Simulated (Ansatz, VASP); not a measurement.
**One calculation of SrC8, two programs**

```
Sr C
1.0
     4.99681    0.00000    0.00000
    -2.49841    4.32736    0.00000
     0.00000    0.00000    4.88550
Sr C
1 8
Direct
  0.00000 0.00000 0.50000
  0.16718 0.33436 0.00000
  0.83282 0.16718 0.00000
  0.33436 0.16718 0.00000
  0.66564 0.83282 0.00000
  0.16718 0.83282 0.00000
  0.83282 0.66564 0.00000
  0.33333 0.66667 0.00000
  0.66667 0.33333 0.00000
```

Change from the starting cell: species swapped into the CsC8 type (P6/mmm, No. 191).

Alike in both runs: functional PBE; k mesh 9 × 9 × 8; occupations gaussian, width 0.1 eV; no spin polarisation.

Ansatz relaxed the structure, and its values are those at the end. VASP's run is a single point on that final structure, the one shown.

|  | VASP | Ansatz |
| --- | --- | --- |
| version | VASP 6.6.1 | Ansatz 0.2.0 |
| potentials or method | VASP PAW PBE potentials, release 64 (Sr_sv, C), cutoff 520 eV | scalar-relativistic, plane waves, PAW |
| valence electrons in the cell | 42 | 42 |

|  | VASP | Ansatz | Ansatz less VASP |
| --- | --- | --- | --- |
| gap on the k mesh at the Fermi level (eV) | none | none | - |
| pressure (GPa) | 0.4 | 0.0 | -0.42 |
| rms of the force components (eV/Å) | 0.004 | 0.000 | -0.0040 |

A gap of «none» marks a metal or a gap that the smearing closes.
